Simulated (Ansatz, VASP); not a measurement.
One calculation of InP, two programs

File INCAR:

```
  ALGO = Normal
  EDIFF = 1E-6
  ENCUT = 520
  GGA = PE
  ISIF = 2
  ISMEAR = 0
  LASPH = T
  LCHARG = F
  LREAL = F
  LWAVE = F
  NBANDS = 16
  NELM = 100
  PREC = Accurate
  SIGMA = 0.15
```

File KPOINTS:

```
k-points
0
Gamma
  20 20 20
```

The input POSCAR:

```
InP
1.0
    0.0000000000      2.7440254744      2.9737004066
    2.7440254744      0.0000000000      2.9737004066
    2.7440254744      2.7440254744      0.0000000000
In P
1 1
Direct
    0.0000000000      0.0000000000      0.0000000000
    0.5000000000      0.5000000000      0.5000000000
```

Input for Ansatz:

```yaml
crystal:
  lattice:
    - [0.0, 2.7440254744, 2.9737004066]
    - [2.7440254744, 0.0, 2.9737004066]
    - [2.7440254744, 2.7440254744, 0.0]
  atoms:
    - { symbol: In, position: [0.0, 0.0, 0.0] }
    - { symbol: P, position: [0.5, 0.5, 0.5] }
basis:
  ecutwfc: 420
kpoints:
  mp_grid: { grid: [20, 20, 20] }
hamiltonian:
  xc: pbe
scf:
  occupations: { method: gaussian, width: 0.15 }
output:
  forces: true
  stress: true
  eigenvalues: true
```

Alike in both runs: task single point; functional PBE; k mesh 20 × 20 × 20; occupations gaussian, width 0.15 eV; no spin polarisation.

```csv
,VASP,Ansatz
version,VASP 6.6.1,Ansatz 0.2.0
potentials or method,"VASP PAW PBE potentials, release 64 (In_d, P), cutoff 520 eV","scalar-relativistic, plane waves, PAW"
valence electrons in the cell,18,18
```

|  | VASP | Ansatz | Ansatz less VASP |
| --- | --- | --- | --- |
| gap on the k mesh at the Fermi level (eV) | none | none | - |
| pressure (GPa) | -2.6 | -2.6 | +0.05 |
| traceless stress, the component that is largest in VASP (GPa) | -3.50 | -3.51 | -0.011 |

A gap of «none» marks a metal or a gap that the smearing closes.
